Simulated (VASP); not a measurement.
Input of a VASP 6.6.1 run:

Contents of INCAR:

```
SYSTEM = CoO
PREC = Accurate ; ENCUT = 600
EDIFF = 1E-6 ; ISMEAR = 0
SIGMA = 0.1 ; LREAL = .False.
LASPH = .True. ; NELM = 80
ALGO = Normal ; ISIF = 3
LWAVE = .False. ; LCHARG = .False.
GGA = PE ; IBRION = 2
NSW = 80 ; EDIFFG = -0.01
```

File KPOINTS:

```
regular mesh
0
Gamma
  16 16 16
  0 0 0
```

The input POSCAR:

```
CoO
1.0
    0.0000000000      2.2499728228      2.2499728228
    2.2499728228      0.0000000000      2.2499728228
    2.2499728228      2.2499728228      0.0000000000
Co O
1 1
Direct
    0.0000000000      0.0000000000      0.0000000000
    0.2500000000      0.2500000000      0.2500000000
```

Potentials or basis: VASP PAW PBE potentials, release 64 (Co, O).

Launch:

```bash
$ cat potpaw_PBE.64/Co/POTCAR potpaw_PBE.64/O/POTCAR > POTCAR
$ mpirun -np 1 vasp_std > vasp.out
```

Q: What does it give for the relaxed volume?

A: 10.37 Å³/atom.

Q: Predict the space group after relaxing (to 0.05 Å).

A: F-43m (No. 216).

Step by step:
```tsv
step	energy change (eV)	largest force (eV/Å)	pressure (GPa)	volume (Å³)
1	0.0000	0.0000	-14.10	22.78
2	-0.0597	0.0000	11.89	19.63
3	-0.0988	0.0000	-0.05	20.75
```

Caveat: an odd number of electrons without spin polarisation forces a metal; a magnetic or distorted state may lie lower; the run has no spin polarisation, though such a crystal can be magnetic; semilocal functionals often make such compounds metallic where correlation or magnetic order opens a gap, which also shifts bond lengths. Spin polarisation is off, so any magnetic state and its effect on volume and gap are missing.
